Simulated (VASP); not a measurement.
The system is Li2S.

```xyz
3
Lattice="0.0000 2.8285 2.8285 2.8285 0.0000 2.8285 2.8285 2.8285 0.0000" Properties=species:S:1:pos:R:3 pbc="T T T"
S     0.0000    0.0000    0.0000
Li    1.4142    1.4142    1.4142
Li    4.2427    4.2427    4.2427
```

Base run:

* Program: VASP 6.6.1
* Functional: r2SCAN
* Potentials or basis: VASP PAW PBE potentials, release 64 (S, Li_sv)
* Cutoff: 830 eV
* k mesh: 7 × 7 × 7
* Occupations: fermi-dirac, width 0.05 eV
* Spin: no spin polarisation

Its results: band gap on the k mesh 4.00 eV, indirect (least direct gap 5.15 eV); pressure 0.6 GPa.

Problem. The run is repeated on the same cell with these changes: functional from r2SCAN to PBEsol; cutoff from 830 eV to 750 eV. What comes out?

Solution. Band gap on the k mesh 3.36 eV, indirect (least direct gap 4.21 eV); pressure -0.1 GPa.

r2SCAN gives the wider gap, since meta-GGAs in the generalised Kohn-Sham scheme recover part of the derivative discontinuity.

Caveats: the PAW data sets were made with another functional, which shifts forces and pressure a little.

A k mesh can miss the band edges.
